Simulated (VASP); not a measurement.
# NbPdSe3 (P6/mmm) in VASP: notebook, part 2 of 2

VASP 6.6.1. Earlier steps stand in the parts before.

### Step 4. Single point, PBE, collinear spin

INCAR

```
SYSTEM = NbPdSe3
ALGO     = Normal         ! electronic algorithm
EDIFF    = 1E-6           ! SCF threshold, eV
ENCUT    = 520            ! plane-wave cutoff, eV
GGA      = PE             ! functional
ISIF     = 2              ! what is computed and relaxed
ISMEAR   = 0              ! smearing method
ISPIN    = 2              ! spin polarisation
LASPH    = .True.         ! aspherical terms in the spheres
LCHARG   = .False.        ! write CHGCAR
LMAXMIX  = 4              ! l up to which the mixer works
LORBIT   = 11             ! projections on sites
LREAL    = .False.        ! projectors in reciprocal space
LWAVE    = .False.        ! write WAVECAR
MAGMOM   = 0 1 0 0 0      ! initial moments
NBANDS   = 32             ! bands
NELM     = 150            ! most SCF steps
PREC     = Accurate       ! precision mode
SIGMA    = 0.1            ! smearing width, eV
```

KPOINTS

```
k-points
0
Gamma
  3 3 4
  0 0 0
```

POSCAR

```
NbPdSe3
1.0
    7.3398611700      0.0000000000      0.0000000000
   -3.6699305800      6.3565062300      0.0000000000
    0.0000000000      0.0000000000      4.7896973100
Nb Pd Se
1 1 3
Direct
    0.0000000000      0.0000000000      0.0000000000
    0.0000000000      0.0000000000      0.5000000000
    0.5000000000      0.0000000000      0.5000000000
    0.0000000000      0.5000000000      0.5000000000
    0.5000000000      0.5000000000      0.5000000000
```

Potentials or basis: VASP PAW PBE potentials, release 64 (Nb_sv, Pd, Se).

On the command line:

```bash
$ cat potpaw_PBE.64/Nb_sv/POTCAR potpaw_PBE.64/Pd/POTCAR potpaw_PBE.64/Se/POTCAR > POTCAR
$ mpirun -np 1 vasp_std > vasp.out
```

OUTCAR:

```text
SYSTEM = NbPdSe3
   EDIFF = 1E-6
   ENCUT = 520
   GGA = PE
   ISIF = 2
   ISMEAR = 0
   ISPIN = 2
   LASPH = .True.
   LORBIT = 11
   LREAL = .False.
   NELM = 150
   PREC = Accurate

 ion  position               nearest neighbor table
   1  0.000  0.000  0.000-   2 2.39   2 2.39
   2  0.000  0.000  0.500-   1 2.39   1 2.39
   3  0.500  0.000  0.500-
   4  0.000  0.500  0.500-
   5  0.500  0.500  0.500-

  LATTYP: Found a hexagonal cell.
 ALAT       =     7.3398611700
 C/A-ratio  =     0.6525596601

  Lattice vectors:

 A1 = (   7.3398611700,   0.0000000000,   0.0000000000)
 A2 = (  -3.6699305800,   6.3565062300,   0.0000000000)
 A3 = (   0.0000000000,   0.0000000000,   4.7896973100)

Analysis of symmetry for initial positions (statically):
=====================================================================
 Subroutine PRICEL returns:
 Original cell was already a primitive cell.

 Routine SETGRP: Setting up the symmetry group for a
 hexagonal supercell.

 Subroutine GETGRP returns: Found 24 space group operations
 (whereof 24 operations were pure point group operations)
 out of a pool of 24 trial point group operations.

The static configuration has the point symmetry D_6h.

Analysis of symmetry for dynamics (positions and initial velocities):
=====================================================================
 Subroutine PRICEL returns:
 Original cell was already a primitive cell.

 Routine SETGRP: Setting up the symmetry group for a
 hexagonal supercell.

 Subroutine GETGRP returns: Found 24 space group operations
 (whereof 24 operations were pure point group operations)
 out of a pool of 24 trial point group operations.

The dynamic configuration has the point symmetry D_6h.

Analysis of structural, dynamic, and magnetic symmetry:
[... 148 lines left out ...]
  energy without entropy =      -15.46422687  energy(sigma->0) =      -15.50097896

 E-fermi :  -0.2077     XC(G=0):  -7.2053

 val. band max:       -0.2295573892   @ k =   0.0000   0.0000   0.5000
 cond. band min:      -0.1998228654   @ k =   0.3333   0.3333   0.0000
 fundamental gap:      0.0297345238
 Fermi energy:        -0.2076986115

 spin component 1

 k-point     1 :       0.0000    0.0000    0.0000
  band No.  band energies     occupation
      1     -56.3738      1.00000
      2     -32.4808      1.00000
      3     -32.4808      1.00000
      4     -32.2966      1.00000
      5     -11.9366      1.00000
      6     -11.3736      1.00000
[... 304 lines left out ...]
     31       6.2361      0.00000
     32       6.2361      0.00000
 Fermi energy:        -0.2076986115

 spin component 2

 k-point     1 :       0.0000    0.0000    0.0000
  band No.  band energies     occupation
      1     -56.3737      1.00000
      2     -32.4806      1.00000
      3     -32.4806      1.00000
      4     -32.2965      1.00000
      5     -11.9366      1.00000
      6     -11.3736      1.00000
[... 304 lines left out ...]
     31       6.2360      0.00000
     32       6.2360      0.00000

------------------------ aborting loop because EDIFF is reached ----------------------------------------

  FORCE on cell =-STRESS in cart. coord.  units (eV):
  Direction    XX          YY          ZZ          XY          YZ          ZX
  --------------------------------------------------------------------------------------
  -------------------------------------------------------------------------------------
  Total      -12.6237596    -12.6237596     -1.8407997     -0.0000000     -0.0000000      0.0000000
  in kB      -90.5075704    -90.5075703    -13.1978363     -0.0000001     -0.0000000      0.0000000
  external PRESSURE =     -64.7376590 kB  Pullay stress =       0.0000000 kB

 VOLUME and BASIS-vectors are now :
 -----------------------------------------------------------------------------
  energy-cutoff  :      520.00
  volume of cell :      223.47
      direct lattice vectors                 reciprocal lattice vectors
     7.339861170  0.000000000  0.000000000     0.136242359  0.078659563  0.000000000
    -3.669930580  6.356506230  0.000000000     0.000000000  0.157319125  0.000000000
     0.000000000  0.000000000  4.789697310     0.000000000  0.000000000  0.208781461

 POSITION                                       TOTAL-FORCE (eV/Angst)
 -----------------------------------------------------------------------------------
      0.00000      0.00000      0.00000        -0.000000      0.000000      0.000000
      0.00000      0.00000      2.39485         0.000000      0.000000      0.000000
      3.66993      0.00000      2.39485         0.000000      0.000000      0.000000
     -1.83497      3.17825      2.39485         0.000000      0.000000      0.000000
      1.83497      3.17825      2.39485        -0.000000      0.000000      0.000000
 -----------------------------------------------------------------------------------
    total drift:                               -0.000000      0.000000     -0.000000

  FREE ENERGIE OF THE ION-ELECTRON SYSTEM (eV)
  ---------------------------------------------------
  free  energy   TOTEN  =       -15.5377310613 eV

  energy  without entropy=      -15.4642268672  energy(sigma->0) =      -15.50097896

 total charge

# of ion       s       p       d       tot
------------------------------------------
    1        2.147   5.912   2.512  10.571
    2        0.483   0.309   8.551   9.343
    3        1.514   2.027   0.004   3.545
    4        1.514   2.027   0.004   3.545
    5        1.514   2.027   0.004   3.545
--------------------------------------------------
tot          7.171  12.303  11.074  30.548

 magnetization (x)

# of ion       s       p       d       tot
------------------------------------------
    1       -0.000   0.000   0.001   0.001
    2       -0.000  -0.000  -0.000  -0.000
    3       -0.000   0.000  -0.000   0.000
    4       -0.000   0.000  -0.000   0.000
    5       -0.000   0.000  -0.000   0.000
--------------------------------------------------
tot         -0.000   0.000   0.001   0.001
```

stdout:

```text
POSCAR found type information on POSCAR NbPdSe
 POSCAR found :  3 types and       5 ions
 scaLAPACK will be used
 LDA part: xc-table for (Slater+PW92), standard interpolation
 POSCAR, INCAR and KPOINTS ok, starting setup
 FFT: planning ... GRIDC
 FFT: planning ... GRID_SOFT
 FFT: planning ... GRID
 WAVECAR not read
 entering main loop
```

It took 3.3 min on 1 thread of Intel Xeon Platinum 8488C (Sapphire Rapids), shared host; peak memory 0.44 GiB.

Results:

```
Free energy                                           : -15.5377 eV
Pressure                                              : -6.5 GPa
Net moment                                            : 0.00 μB per cell
Valence electrons inside the program's atomic spheres : Nb 10.57; Pd 9.34; Se 3.54
```

Levels at points of the mesh, in eV from the Fermi level:
Spin up:
| k point | band 18 | band 19 | band 20 | band 21 | band 22 | band 23 |
| --- | --- | --- | --- | --- | --- | --- |
| (0.00, 0.00, 0.00) | 0.03 | 0.03 | 0.09 | 0.09 | 0.24 | 0.80 |
| (0.00, 0.00, 0.50) | -0.73 | -0.51 | -0.18 | -0.18 | -0.02 | 0.23 |
Spin down:
| k point | band 17 | band 18 | band 19 | band 20 | band 21 | band 22 | band 23 | band 24 |
| --- | --- | --- | --- | --- | --- | --- | --- | --- |
| (0.00, 0.00, 0.00) | -0.68 | 0.03 | 0.03 | 0.09 | 0.09 | 0.24 | 0.80 | 0.80 |
| (0.00, 0.00, 0.50) | -0.73 | -0.73 | -0.51 | -0.18 | -0.18 | -0.02 | 0.23 | 0.23 |

Caveat: the stress differs along the axes, from -9 to -1 GPa.

### Step 5. Single point, PBE, collinear spin

This run uses another cell than the first one, of 27.46 Å³/atom.

INCAR

```
SYSTEM = NbPdSe3
PREC = Accurate
ENCUT = 520
EDIFF = 1E-7
ISMEAR = 0
SIGMA = 0.1
LREAL = .False.
LASPH = .True.
NELM = 150
ALGO = Normal
ISIF = 2
LWAVE = .False.
LCHARG = .True.
ISPIN = 2
MAGMOM = -1.97 0 0 0 0
LORBIT = 11
LMAXMIX = 4
GGA = PE
LELF = .True.
LVHAR = .True.
NBANDS = 32
```

KPOINTS

```
regular mesh
0
Gamma
  6 6 4
  0 0 0
```

Edit POSCAR of step 4 so:

```diff
@@ -2,5 +2,5 @@
 1.0
-    7.3398611700      0.0000000000      0.0000000000
-   -3.6699305800      6.3565062300      0.0000000000
-    0.0000000000      0.0000000000      4.7896973100
+    5.6151200069      0.0000000000      0.0000000000
+   -2.8075600034      4.8628365713      0.0000000000
+    0.0000000000      0.0000000000      5.0276332093
 Nb Pd Se
```

On the command line:

```bash
$ cat potpaw_PBE.64/Nb_sv/POTCAR potpaw_PBE.64/Pd/POTCAR potpaw_PBE.64/Se/POTCAR > POTCAR
$ mpirun -np 1 vasp_std > vasp.out
```

Run time: 4 min. Hardware: 1 thread of Intel Xeon Platinum 8488C (Sapphire Rapids), shared host; peak memory 0.39 GiB.

Results (log left out):

| Property | Result |
| --- | --- |
| Free energy | -21.1114 eV |
| Pressure | 0.0 GPa |
| Band gap on the k mesh | zero (filled and empty bands overlap) |
| Net moment | -2.99 μB per cell |
| Site moments | Nb -2.19; Pd -0.08; Se +0.05 μB |
| Valence electrons inside the program's atomic spheres | Nb 10.62; Pd 9.52; Se 3.67 |

Stress tensor (GPa, compression positive):
```
-0.09  0.00  0.00
 0.00 -0.09  0.00
 0.00  0.00  0.22
```

Levels at points of the mesh, in eV from the Fermi level:
Spin up:
| k point | band 16 | band 17 | band 18 | band 19 | band 20 | band 21 | band 22 | band 23 |
| --- | --- | --- | --- | --- | --- | --- | --- | --- |
| (0.00, 0.00, 0.00) | -3.03 | -1.20 | -0.80 | -0.80 | 0.74 | 1.32 | 1.78 | 1.78 |
| (0.50, 0.00, 0.00) | -2.19 | -2.07 | -1.90 | -0.64 | -0.08 | 1.42 | 2.02 | 2.08 |
| (0.00, 0.00, 0.50) | -3.02 | -1.34 | -1.34 | -0.12 | 0.39 | 1.29 | 1.29 | 1.34 |
| (0.50, 0.00, 0.50) | -2.40 | -2.38 | -1.89 | -0.98 | -0.03 | 0.13 | 0.65 | 1.43 |
Spin down:
```tsv
k point	band 20	band 21	band 22	band 23	band 24	band 25
(0.00, 0.00, 0.00)	-0.65	-0.39	-0.39	0.76	0.76	1.37
(0.50, 0.00, 0.00)	-0.51	-0.41	0.08	0.22	0.92	0.95
(0.00, 0.00, 0.50)	-0.35	-0.24	-0.24	0.51	0.51	1.40
(0.50, 0.00, 0.50)	-0.94	-0.85	-0.43	-0.40	-0.04	0.00
```

### Step 6. Overview

```tsv
spin	cell	k mesh	gap on the mesh (eV)	pressure (GPa)	moment (μB)
off	a = 7.340, b = 7.340, c = 4.790 Å, angles 90.0, 90.0, 120.0°, 5 atoms	3 × 3 × 4	none	-6.5	-
collinear	a = 5.669, b = 5.669, c = 5.010 Å, angles 90.0, 90.0, 120.0°, 5 atoms	3 × 3 × 4	none	0.0	2.83
collinear	a = 7.340, b = 7.340, c = 4.790 Å, angles 90.0, 90.0, 120.0°, 5 atoms	3 × 3 × 4	none	-6.5	0.00
collinear	a = 5.615, b = 5.615, c = 5.028 Å, angles 90.0, 90.0, 120.0°, 5 atoms	6 × 6 × 4	none	0.0	2.99
```

Alike in all rows: task single point; level PBE; potentials or basis VASP PAW PBE potentials, release 64 (Nb_sv, Pd, Se); cutoff (eV) 520; smearing gaussian 0.1 eV.

Caveats: some runs use coarse meshes; the stress differs along the axes, from -9 to -1 GPa (at least some runs).

Absolute energies hang on the potentials; compare differences alone.

The gap in the log of VASP goes by the Fermi energy; the results here count the filled bands.